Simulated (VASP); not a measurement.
# ZnF2 (P4_2/mnm) in VASP: single point with PBE

Aim: the single point of ZnF2 with PBE.

Program: VASP 6.6.1. These are calculated values, not measurements. Logs are shortened: lines on timing, memory, paths and dates and some standing lists are left out, and cuts for length are marked.

## Step 1: The cell of the first run

Symmetry: P4_2/mnm, No. 136, tetragonal system. Conventional cell: a = 4.705 Å, b = 4.705 Å, c = 3.134 Å, α = 90.00°, β = 90.00°, γ = 90.00°. Zn (site symmetry mmm) has 6 F at 2.01 to 2.05 Å within 2.7 Å. Within 2.7 Å of F (site symmetry m2m) lie 3 Zn at 2.01 to 2.05 Å and 1 F at 2.63 Å.

## Step 2: Single point, PBE

File INCAR:

```
  ALGO = Normal
  EDIFF = 1E-6
  ENCUT = 600
  GGA = PE
  GGA_COMPAT = False
  ISIF = 2
  ISMEAR = 0
  LASPH = True
  LCHARG = False
  LREAL = False
  LWAVE = False
  NBANDS = 35
  NELM = 120
  PREC = Accurate
  SIGMA = 0.01
```

File KPOINTS:

```
k-points
0
Gamma
  4 4 5
```

File POSCAR:

```
ZnF2
1.0
    4.7048000000      0.0000000000      0.0000000000
    0.0000000000      4.7048000000      0.0000000000
    0.0000000000      0.0000000000      3.1338000000
Zn F
2 4
Direct
    0.0000000000      0.0000000000      0.0000000000
    0.5000000000      0.5000000000      0.5000000000
    0.3024000000      0.3024000000      0.0000000000
    0.1976000000      0.8024000000      0.5000000000
    0.6976000000      0.6976000000      0.0000000000
    0.8024000000      0.1976000000      0.5000000000
```

Potentials or basis: VASP PAW PBE potentials, release 64 (Zn, F).

On the command line:

```console
$ cat potpaw_PBE.64/Zn/POTCAR potpaw_PBE.64/F/POTCAR > POTCAR
$ mpirun -np 1 vasp_std > vasp.out
```

OUTCAR:

```text
EDIFF = 1E-6
   ENCUT = 600
   GGA = PE
   ISIF = 2
   ISMEAR = 0
   LASPH = True
   LREAL = False
   NELM = 120
   PREC = Accurate

 ion  position               nearest neighbor table
   1  0.000  0.000  0.000-   3 2.01   5 2.01   4 2.05   6 2.05   4 2.05   6 2.05
   2  0.500  0.500  0.500-   4 2.01   6 2.01   5 2.05   3 2.05   3 2.05   5 2.05
   3  0.302  0.302  0.000-   1 2.01   2 2.05   2 2.05
   4  0.198  0.802  0.500-   2 2.01   1 2.05   1 2.05
   5  0.698  0.698  0.000-   1 2.01   2 2.05   2 2.05
   6  0.802  0.198  0.500-   2 2.01   1 2.05   1 2.05

  LATTYP: Found a simple tetragonal cell.
 ALAT       =     4.7048000000
 C/A-ratio  =     0.6660856997

  Lattice vectors:

 A1 = (   4.7048000000,   0.0000000000,   0.0000000000)
 A2 = (   0.0000000000,   4.7048000000,   0.0000000000)
 A3 = (   0.0000000000,   0.0000000000,   3.1338000000)

Analysis of symmetry for initial positions (statically):
=====================================================================
 Subroutine PRICEL returns:
 Original cell was already a primitive cell.

 Routine SETGRP: Setting up the symmetry group for a
 simple tetragonal supercell.

 Subroutine GETGRP returns: Found 16 space group operations
 (whereof  8 operations were pure point group operations)
 out of a pool of 16 trial point group operations.

The static configuration has the point symmetry D_2h.
 The point group associated with its full space group is D_4h.

Analysis of symmetry for dynamics (positions and initial velocities):
=====================================================================
 Subroutine PRICEL returns:
 Original cell was already a primitive cell.

 Routine SETGRP: Setting up the symmetry group for a
 simple tetragonal supercell.

 Subroutine GETGRP returns: Found 16 space group operations
 (whereof  8 operations were pure point group operations)
 out of a pool of 16 trial point group operations.

The dynamic configuration has the point symmetry D_2h.
 The point group associated with its full space group is D_4h.

 Subroutine INISYM returns: Found 16 space group operations
 (whereof  8 operations are pure point group operations),
 and found     1 'primitive' translations

[... 94 lines left out ...]
   NELM   =    120;   NELMIN=  2; NELMDL= -5     # of ELM steps
   EDIFF  = 0.1E-05   stopping-criterion for ELM
   LREAL  =      F    real-space projection
   EDIFFG = 0.1E-04   stopping-criterion for IOM
   NSW    =      0    number of steps for IOM
   IBRION =     -1    ionic relax: 0-MD 1-quasi-New 2-CG
   NFREE  =      0    steps in history (QN), initial steepest desc. (CG)
   ISIF   =      2    stress and relaxation
   ISYM   =      2    0-nonsym 1-usesym 2-fastsym
   POTIM  = 0.5000    time-step for ionic-motion
   TEBEG  =    0.0;   TEEND  =   0.0 temperature during run
   PSTRESS=    0.0 pullay stress
   NELECT =      52.0000    total number of electrons
   NUPDOWN=      -1.0000    fix difference up-down
   EMIN   =  10.00;   EMAX   =-10.00  energy-range for DOS
   EFERMI =   0.00;   METHOD = LEGACY
   ISMEAR =     0;   SIGMA  =   0.01  broadening in eV -4-tet -1-fermi 0-gaus
   EFERMI_NEDOS =   21; number of points for ismear=-14 and -15
   IALGO  =     38    algorithm
   IMIX   =      4    mixing-type and parameters
     AMIX     =   0.40;   BMIX     =  1.00
     AMIX_MAG =   1.60;   BMIX_MAG =  1.00
  volume/ion in A,a.u.               =      11.56        78.02
  Fermi-wavevector in a.u.,A,eV,Ry     =   1.487161  2.810327 30.091308  2.211649
  Thomas-Fermi vector in A             =   2.600357
   LORBIT       =      0    0 simple, 1 ext, 2 COOP (PROOUT), +10 PAW based schemes
   GGA     = PE    functional components
   LHFCALC =     F    Hartree Fock is set to
   AEXX    =    0.0000 exact exchange contribution
   IVDW    =     0    specifies the selected vdW correction
   LEPSILON=     F    determine dielectric tensor
   LRPA    =     F    only Hartree local field effects (RPA)
 non-spin polarized calculation
 Gauss-broadening in eV      SIGMA  =   0.01
  energy-cutoff  :      600.00
  volume of cell :       69.37
 maximum number of plane-waves:      2334
 NGX is ok and might be reduce to    40
   NGX = 19   NGY = 19   NGZ = 13

 number of electron      52.0000018 magnetization

 Free energy of the ion-electron system (eV)
  ---------------------------------------------------
  ext. energy  EPLUGINS =         0.00000000
  ---------------------------------------------------
  free energy    TOTEN  =       -23.16552021 eV

  energy without entropy =      -23.16552021  energy(sigma->0) =      -23.16552021

 E-fermi :  -0.9917     XC(G=0): -10.2770

 val. band max:       -1.1054091548   @ k =   0.0000   0.0000   0.0000
 cond. band min:       2.3709607244   @ k =   0.0000   0.0000   0.0000
 fundamental gap:      3.4763698792
 Fermi energy:        -0.9917301611

 k-point     1 :       0.0000    0.0000    0.0000
  band No.  band energies     occupation
      1     -23.0149      2.00000
      2     -22.2455      2.00000
      3     -22.2455      2.00000
      4     -22.2007      2.00000
      5      -7.3790      2.00000
      6      -6.4857      2.00000
[... 673 lines left out ...]
     34      11.9672      0.00000
     35      15.8324      0.00000

------------------------ aborting loop because EDIFF is reached ----------------------------------------

  FORCE on cell =-STRESS in cart. coord.  units (eV):
  Direction    XX          YY          ZZ          XY          YZ          ZX
  --------------------------------------------------------------------------------------
  -------------------------------------------------------------------------------------
  Total        2.7116463      2.7116463      3.0536447      0.0000000      0.0000000      0.0000000
  in kB       62.6310968     62.6310968     70.5302596      0.0000000      0.0000000      0.0000000
  external PRESSURE =      65.2641511 kB  Pullay stress =       0.0000000 kB

 VOLUME and BASIS-vectors are now :
 -----------------------------------------------------------------------------
  energy-cutoff  :      600.00
  volume of cell :       69.37
      direct lattice vectors                 reciprocal lattice vectors
     4.704800000  0.000000000  0.000000000     0.212548886  0.000000000  0.000000000
     0.000000000  4.704800000  0.000000000     0.000000000  0.212548886  0.000000000
     0.000000000  0.000000000  3.133800000     0.000000000  0.000000000  0.319101410

 POSITION                                       TOTAL-FORCE (eV/Angst)
 -----------------------------------------------------------------------------------
      0.00000      0.00000      0.00000         0.000000      0.000000     -0.000000
      2.35240      2.35240      1.56690         0.000000      0.000000     -0.000000
      1.42273      1.42273      0.00000         0.008642      0.008642      0.000000
      0.92967      3.77513      1.56690        -0.008642      0.008642     -0.000000
      3.28207      3.28207      0.00000        -0.008642     -0.008642     -0.000000
      3.77513      0.92967      1.56690         0.008642     -0.008642     -0.000000
 -----------------------------------------------------------------------------------
    total drift:                               -0.000000      0.000000     -0.000000

  FREE ENERGIE OF THE ION-ELECTRON SYSTEM (eV)
  ---------------------------------------------------
  free  energy   TOTEN  =       -23.1655202139 eV

  energy  without entropy=      -23.1655202139  energy(sigma->0) =      -23.16552021
```

OSZICAR:

```text
N       E                     dE             d eps       ncg     rms          rms(c)
DAV:   1     0.638574725208E+03    0.63857E+03   -0.29186E+04  1268   0.224E+03
DAV:   2     0.523579052054E+02   -0.58622E+03   -0.54949E+03  1340   0.537E+02
DAV:   3    -0.238690885790E+02   -0.76227E+02   -0.75384E+02  1386   0.192E+02
DAV:   4    -0.259093478552E+02   -0.20403E+01   -0.20346E+01  1476   0.328E+01
DAV:   5    -0.259233927753E+02   -0.14045E-01   -0.14043E-01  1454   0.284E+00    0.142E+01
DAV:   6    -0.230948928542E+02    0.28285E+01   -0.59802E+00  1802   0.417E+01    0.852E+00
DAV:   7    -0.231963961741E+02   -0.10150E+00   -0.20145E+00  1320   0.954E+00    0.521E+00
DAV:   8    -0.232088670050E+02   -0.12471E-01   -0.42870E-01  1857   0.130E+01    0.156E+00
DAV:   9    -0.231630581759E+02    0.45809E-01   -0.16492E-01  1895   0.135E+01    0.336E-01
DAV:  10    -0.231657314978E+02   -0.26733E-02   -0.29255E-02  1348   0.155E+00    0.195E-01
DAV:  11    -0.231654646520E+02    0.26685E-03   -0.16798E-03  1847   0.511E-01    0.567E-02
DAV:  12    -0.231655107649E+02   -0.46113E-04   -0.23155E-04  1527   0.420E-01    0.234E-02
DAV:  13    -0.231655199694E+02   -0.92045E-05   -0.17836E-04  1400   0.990E-02    0.870E-03
DAV:  14    -0.231655202139E+02   -0.24449E-06   -0.77251E-06  1391   0.456E-02
   1 F= -.23165520E+02 E0= -.23165520E+02  d E =-.530682E-60
```

Wall time 45 s (1 thread of Intel Xeon Platinum 8259CL at 2.50GHz (Skylake/Cascade Lake), shared host); peak memory 0.21 GiB.

Results:

```
Free energy            : -23.1655 eV
Pressure               : 6.5 GPa
Largest force          : 0.012 eV/Å
Band gap on the k mesh : 3.48 eV, direct
```

Forces in eV/Å, atoms in the order of the input:
```
Zn   0.000  0.000  0.000
Zn   0.000  0.000  0.000
F    0.009  0.009  0.000
F   -0.009  0.009  0.000
F   -0.009 -0.009  0.000
F    0.009 -0.009  0.000
```

Stress tensor (GPa, compression positive):
```
6.26 0.00 0.00
0.00 6.26 0.00
0.00 0.00 7.05
```

Levels at points of the mesh, in eV from the valence-band top:
| k point | band 22 | band 23 | band 24 | band 25 | band 26 | band 27 | band 28 | band 29 | band 30 | band 31 |
| --- | --- | --- | --- | --- | --- | --- | --- | --- | --- | --- |
| (0.00, 0.00, 0.00) | -1.57 | -1.21 | -0.38 | -0.38 | 0.00 | 3.48 | 9.35 | 9.64 | 9.64 | 13.49 |
| (0.50, 0.00, 0.00) | -1.63 | -0.66 | -0.66 | -0.47 | -0.47 | 6.09 | 6.09 | 10.57 | 10.57 | 12.99 |
| (0.50, 0.50, 0.00) | -1.59 | -1.28 | -1.28 | -0.40 | -0.40 | 7.03 | 7.03 | 9.19 | 9.19 | 14.54 |

As with any semilocal functional, this PBE gap is likely too small.
